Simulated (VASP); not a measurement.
A run of VASP 6.6.1 is set up as follows.

The input INCAR:

```
PREC = Accurate
ENCUT = 600
EDIFF = 1E-6
ISMEAR = 0
SIGMA = 0.1
LREAL = F
LASPH = T
NELM = 100
ALGO = Normal
ISIF = 3
LWAVE = F
LCHARG = F
GGA = PE
IVDW = 12
IBRION = 2
NSW = 80
EDIFFG = -0.01
```

File KPOINTS:

```
regular mesh
0
Gamma
  12 12 16
```

File POSCAR:

```
Ge
1.0
    4.3660125464      0.0000000000      0.0000000000
   -2.1830062732      3.7810777784      0.0000000000
    0.0000000000      0.0000000000      2.7634932147
Ge
2
Direct
    0.3333333333      0.6666666667      0.0000000000
    0.6666666667      0.3333333333      0.0000000000
```

Potentials or basis: VASP PAW PBE potentials, release 64 (Ge_d).

Run with:

```bash
$ cat potpaw_PBE.64/Ge_d/POTCAR > POTCAR
$ mpirun -np 1 vasp_std > vasp.out
```

(1) What does it give for the dispersion energy per atom?

(2) Predict the band gap on the k mesh.

Results:

(1) -0.288 eV.

(2) zero (bands 14 and 15 overlap by 4.97 eV).
